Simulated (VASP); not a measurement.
# InSe (P-1) in VASP: further runs, part 2 of 2

VASP 6.6.1. The steps go on from the part before.

## Step 3: Single point, PBE (atoms displaced along several vibrational modes)

INCAR reads:

```
ALGO = Normal
EDIFF = 1E-6
ENCUT = 520
GGA = PE
ISIF = 2
ISMEAR = 0
LASPH = T
LCHARG = F
LREAL = F
LWAVE = F
NBANDS = 27
NELM = 60
PREC = Accurate
SIGMA = 0.05
```

KPOINTS reads:

```
k-points
0
Gamma
  8 8 6
```

POSCAR reads:

```
InSe
1.0
    5.7418854575     -2.0623790766     -0.1306417848
    5.7418854575      2.0623790766     -0.1306417848
   -1.6623467844      0.0000000000      5.4603689881
In Se
2 2
Direct
    0.9069936990      0.8765356014      0.0731573398
    0.0930063010      0.1234643986      0.9268426602
    0.7022717497      0.6436016433      0.6919091170
    0.2977282503      0.3563983567      0.3080908830
```

Potentials or basis: VASP PAW PBE potentials, release 64 (In_d, Se).

The run is started by

```
cat potpaw_PBE.64/In_d/POTCAR potpaw_PBE.64/Se/POTCAR > POTCAR
mpirun -np 1 vasp_std > vasp.out
```

OUTCAR:

```text
EDIFF = 1E-6
   ENCUT = 520
   GGA = PE
   ISIF = 2
   ISMEAR = 0
   LASPH = T
   LREAL = F
   NELM = 60
   PREC = Accurate

 ion  position               nearest neighbor table
   1  0.907  0.877  0.073-   4 2.55   3 2.76   4 2.83   2 2.86   2 3.65   2 3.79
   2  0.093  0.123  0.927-   3 2.55   4 2.76   3 2.83   1 2.86   1 3.65   1 3.79
   3  0.702  0.644  0.692-   2 2.55   1 2.76   2 2.83
   4  0.298  0.356  0.308-   1 2.55   2 2.76   1 2.83

  LATTYP: Found a base centered monoclinic cell.
 ALAT       =    11.4867429471
 B/A-ratio  =     0.3590885747
 C/A-ratio  =     0.4969036053
 COS(beta)  =    -0.3129261517

  Lattice vectors:

 A1 = (   5.7418854575,  -2.0623790766,  -0.1306417848)
 A2 = (   5.7418854575,   2.0623790766,  -0.1306417848)
 A3 = (  -1.6623467844,   0.0000000000,   5.4603689881)

Analysis of symmetry for initial positions (statically):
=====================================================================
 Subroutine PRICEL returns:
 Original cell was already a primitive cell.

 Routine SETGRP: Setting up the symmetry group for a
 base centered monoclinic supercell.

 Subroutine GETGRP returns: Found  2 space group operations
 (whereof  2 operations were pure point group operations)
 out of a pool of  4 trial point group operations.

The static configuration has the point symmetry S_2 .

Analysis of symmetry for dynamics (positions and initial velocities):
=====================================================================
 Subroutine PRICEL returns:
 Original cell was already a primitive cell.

 Routine SETGRP: Setting up the symmetry group for a
 base centered monoclinic supercell.

 Subroutine GETGRP returns: Found  2 space group operations
 (whereof  2 operations were pure point group operations)
 out of a pool of  4 trial point group operations.

The dynamic configuration has the point symmetry S_2 .

 Subroutine INISYM returns: Found  2 space group operations
 (whereof  2 operations are pure point group operations),
 and found     1 'primitive' translations

----------------------------------------------------------------------------------------

                                     Primitive cell

  volume of cell :     128.4270

  direct lattice vectors                    reciprocal lattice vectors
     5.741885457 -2.062379077 -0.130641785     0.087686792 -0.242438456  0.026695239
     5.741885457  2.062379077 -0.130641785     0.087686792  0.242438456  0.026695239
    -1.662346784  0.000000000  5.460368988     0.004195892  0.000000000  0.184415198

  length of vectors
     6.102435853  6.102435853  5.707803984     0.259187219  0.259187219  0.184462925

  position of ions in fractional coordinates (direct lattice)
     0.906993699  0.876535601  0.073157340
     0.093006301  0.123464399  0.926842660
     0.702271750  0.643601643  0.691909117
     0.297728250  0.356398357  0.308090883

  ion indices of the primitive-cell ions
   primitive index   ion index
                 1           1
                 2           2
                 3           3
                 4           4

----------------------------------------------------------------------------------------

 KPOINTS: k-points

Automatic generation of k-mesh.
 Grid dimensions read from file:
 generate k-points for:    8    8    6

 Generating k-lattice:

  Cartesian coordinates                     Fractional coordinates (reciprocal lattice)
     0.010960849 -0.030304807  0.003336905     0.125000000 -0.000000000  0.000000000
     0.010960849  0.030304807  0.003336905    -0.000000000  0.125000000  0.000000000
     0.000699315  0.000000000  0.030735866     0.000000000  0.000000000  0.166666667

  Length of vectors
     0.032398402  0.032398402  0.030743821

  Shift w.r.t. Gamma in fractional coordinates (k-lattice)
     0.000000000  0.000000000  0.000000000

 Subroutine IBZKPT returns following result:
 ===========================================

 Found    196 irreducible k-points:

 Following reciprocal coordinates:
            Coordinates               Weight
  0.000000  0.000000  0.000000      1.000000
  0.125000 -0.000000  0.000000      2.000000
  0.000000 -0.125000 -0.000000      2.000000
  0.250000 -0.000000  0.000000      2.000000
  0.000000 -0.250000 -0.000000      2.000000
  0.375000 -0.000000  0.000000      2.000000
[... 16 lines left out ...]
  0.375000  0.250000  0.000000      2.000000
 -0.250000 -0.375000 -0.000000      2.000000
 [... further k-points ...]
   k-points           NKPTS =    196   k-points in BZ     NKDIM =    196   number of bands    NBANDS=     27
   number of dos      NEDOS =    301   number of ions     NIONS =      4
   total plane-waves  NPLWV =  96768
   dimension x,y,z NGX =    48 NGY =   48 NGZ =   42
   dimension x,y,z NGXF=    96 NGYF=   96 NGZF=   84
   ions per type =               2   2
   NGX,Y,Z   is equivalent  to a cutoff of  13.08, 13.08, 12.23 a.u.
   NGXF,Y,Z  is equivalent  to a cutoff of  26.15, 26.15, 24.47 a.u.
 SYSTEM =  unknown system
   PREC   = accura    normal or accurate (medium, high low for compatibility)
   ISTART =      0    job   : 0-new  1-cont  2-samecut
   ICHARG =      2    charge: 1-file 2-atom 10-const
   ISPIN  =      1    spin polarized calculation?
   LNONCOLLINEAR =      F non collinear calculations
   LSORBIT =      F    spin-orbit coupling
   LASPH  =      T    aspherical Exc in radial PAW
   ENCUT  =  520.0 eV  38.22 Ry    6.18 a.u.  11.35 11.35 10.61*2*pi/ulx,y,z
   NELM   =     60;   NELMIN=  2; NELMDL= -5     # of ELM steps
   EDIFF  = 0.1E-05   stopping-criterion for ELM
   LREAL  =      F    real-space projection
   EDIFFG = 0.1E-04   stopping-criterion for IOM
   NSW    =      0    number of steps for IOM
   IBRION =     -1    ionic relax: 0-MD 1-quasi-New 2-CG
   NFREE  =      0    steps in history (QN), initial steepest desc. (CG)
   ISIF   =      2    stress and relaxation
   ISYM   =      2    0-nonsym 1-usesym 2-fastsym
   POTIM  = 0.5000    time-step for ionic-motion
   TEBEG  =    0.0;   TEEND  =   0.0 temperature during run
   PSTRESS=    0.0 pullay stress
   NELECT =      38.0000    total number of electrons
   NUPDOWN=      -1.0000    fix difference up-down
   EMIN   =  10.00;   EMAX   =-10.00  energy-range for DOS
   EFERMI =   0.00;   METHOD = LEGACY
   ISMEAR =     0;   SIGMA  =   0.05  broadening in eV -4-tet -1-fermi 0-gaus
   EFERMI_NEDOS =   21; number of points for ismear=-14 and -15
   IALGO  =     38    algorithm
   IMIX   =      4    mixing-type and parameters
     AMIX     =   0.40;   BMIX     =  1.00
     AMIX_MAG =   1.60;   BMIX_MAG =  1.00
  volume/ion in A,a.u.               =      32.11       216.67
  Fermi-wavevector in a.u.,A,eV,Ry     =   1.090897  2.061497 16.191712  1.190057
  Thomas-Fermi vector in A             =   2.227131
   LORBIT       =      0    0 simple, 1 ext, 2 COOP (PROOUT), +10 PAW based schemes
   GGA     = PE    functional components
   LHFCALC =     F    Hartree Fock is set to
   AEXX    =    0.0000 exact exchange contribution
   IVDW    =     0    specifies the selected vdW correction
   LEPSILON=     F    determine dielectric tensor
   LRPA    =     F    only Hartree local field effects (RPA)
 non-spin polarized calculation
 Gauss-broadening in eV      SIGMA  =   0.05
  energy-cutoff  :      520.00
  volume of cell :      128.43
 maximum number of plane-waves:      3490
 NGX is ok and might be reduce to    48
   NGX = 23   NGY = 23   NGZ = 21

 number of electron      37.9999994 magnetization

 Free energy of the ion-electron system (eV)
  ---------------------------------------------------
  ext. energy  EPLUGINS =         0.00000000
  ---------------------------------------------------
  free energy    TOTEN  =       -13.90129826 eV

  energy without entropy =      -13.90129826  energy(sigma->0) =      -13.90129826

 E-fermi :   3.3312     XC(G=0):  -8.4542

 val. band max:        3.1209094055   @ k =   0.5000   0.5000   0.0000
 cond. band min:       4.0366196452   @ k =  -0.3750  -0.3750   0.1667
 fundamental gap:      0.9157102397
 Fermi energy:         3.3311922306

 k-point     1 :       0.0000    0.0000    0.0000
  band No.  band energies     occupation
      1     -11.5413      2.00000
      2     -11.3940      2.00000
      3     -11.2647      2.00000
      4     -11.2564      2.00000
      5     -11.2021      2.00000
      6     -11.1982      2.00000
[... 709 lines left out ...]
     26       9.4175      0.00000
     27      10.6062      0.00000

 [... further k-points ...]

------------------------ aborting loop because EDIFF is reached ----------------------------------------

  FORCE on cell =-STRESS in cart. coord.  units (eV):
  Direction    XX          YY          ZZ          XY          YZ          ZX
  --------------------------------------------------------------------------------------
  -------------------------------------------------------------------------------------
  Total       -0.2772802      0.4840823      0.4574100      1.6853547     -2.4315374     -0.3068618
  in kB       -3.4591795      6.0391173      5.7063704     21.0254639    -30.3343877     -3.8282224
  external PRESSURE =       2.7621027 kB  Pullay stress =       0.0000000 kB

 VOLUME and BASIS-vectors are now :
 -----------------------------------------------------------------------------
  energy-cutoff  :      520.00
  volume of cell :      128.43
      direct lattice vectors                 reciprocal lattice vectors
     5.741885457 -2.062379077 -0.130641785     0.087686792 -0.242438456  0.026695239
     5.741885457  2.062379077 -0.130641785     0.087686792  0.242438456  0.026695239
    -1.662346784  0.000000000  5.460368988     0.004195892  0.000000000  0.184415198

 POSITION                                       TOTAL-FORCE (eV/Angst)
 -----------------------------------------------------------------------------------
     10.11921     -0.06282      0.16646         0.190455      0.725320     -0.383036
     -0.29778      0.06282      5.03262        -0.190455     -0.725320      0.383036
      6.57766     -0.12100      3.60225         0.066626      0.940644     -0.192946
      3.24377      0.12100      1.59683        -0.066626     -0.940644      0.192946
 -----------------------------------------------------------------------------------
    total drift:                                0.000000      0.000000      0.000000

  FREE ENERGIE OF THE ION-ELECTRON SYSTEM (eV)
  ---------------------------------------------------
  free  energy   TOTEN  =       -13.9012982642 eV

  energy  without entropy=      -13.9012982642  energy(sigma->0) =      -13.90129826
```

OSZICAR:

```text
N       E                     dE             d eps       ncg     rms          rms(c)
DAV:   1     0.331214180659E+03    0.33121E+03   -0.17320E+04 10584   0.151E+03
DAV:   2     0.261481266092E+02   -0.30507E+03   -0.29588E+03 10691   0.374E+02
DAV:   3    -0.126340655871E+02   -0.38782E+02   -0.38172E+02 13456   0.143E+02
DAV:   4    -0.143849029336E+02   -0.17508E+01   -0.17453E+01 12644   0.318E+01
DAV:   5    -0.144425453527E+02   -0.57642E-01   -0.57633E-01 15439   0.590E+00    0.626E+00
DAV:   6    -0.139138775015E+02    0.52867E+00   -0.10124E+00 15132   0.153E+01    0.380E+00
DAV:   7    -0.138985806904E+02    0.15297E-01   -0.41035E-01 15095   0.411E+00    0.129E+00
DAV:   8    -0.138992650874E+02   -0.68440E-03   -0.37162E-02 15889   0.203E+00    0.591E-01
DAV:   9    -0.139010684833E+02   -0.18034E-02   -0.76021E-03 13737   0.824E-01    0.202E-01
DAV:  10    -0.139011048232E+02   -0.36340E-04   -0.64729E-04 13624   0.224E-01    0.109E-01
DAV:  11    -0.139012859798E+02   -0.18116E-03   -0.29911E-04 12597   0.144E-01    0.268E-02
DAV:  12    -0.139012957289E+02   -0.97491E-05   -0.27391E-05 13640   0.319E-02    0.204E-02
DAV:  13    -0.139012974321E+02   -0.17032E-05   -0.99820E-06  9888   0.234E-02    0.552E-03
DAV:  14    -0.139012982642E+02   -0.83203E-06   -0.18435E-06 10055   0.140E-02
   1 F= -.13901298E+02 E0= -.13901298E+02  d E =-.152918E-11
```

Wall time 5.3 min (1 thread of Intel Xeon 6975P-C (Granite Rapids), shared host); peak memory 0.72 GiB.

Results:

```
Free energy            : -13.9013 eV
Pressure               : 0.3 GPa
Largest force          : 0.963 eV/Å
Band gap on the k mesh : 0.92 eV (least direct gap 1.05 eV)
```

Forces on the atoms (eV/Å):
```
In   0.190  0.725 -0.383
In  -0.190 -0.725  0.383
Se   0.067  0.941 -0.193
Se  -0.067 -0.941  0.193
```

Stress tensor (GPa, compression positive):
```
-0.35  2.10 -0.38
 2.10  0.60 -3.03
-0.38 -3.03  0.57
```

Levels at points of the mesh, in eV from the valence-band top:
```tsv
k point	band 16	band 17	band 18	band 19	band 20	band 21	band 22	band 23
(0.00, 0.00, 0.00)	-2.24	-1.86	-1.22	-1.09	1.96	2.73	2.97	4.46
(0.50, 0.00, 0.00)	-2.52	-2.16	-1.96	-1.40	1.44	2.43	3.64	3.77
(0.00, 0.50, 0.00)	-2.38	-2.26	-1.92	-0.93	1.24	2.30	3.40	3.95
(0.50, 0.50, 0.00)	-2.13	-1.32	-0.99	0.00	1.29	2.42	3.59	3.60
(0.00, 0.00, 0.50)	-1.89	-1.51	-1.26	-0.82	1.02	1.64	3.29	4.10
(0.50, 0.00, 0.50)	-3.02	-2.11	-1.64	-1.29	2.32	2.63	3.12	4.61
(0.00, 0.50, 0.50)	-2.49	-2.24	-1.78	-1.27	1.87	2.97	3.63	4.27
(0.50, 0.50, 0.50)	-1.75	-1.40	-1.20	-0.38	1.72	2.61	3.86	4.87
```

Caveat: the cell differs from its parent crystal (atoms displaced along several vibrational modes); spin-orbit coupling is left out, which moves the levels of the heavy elements.
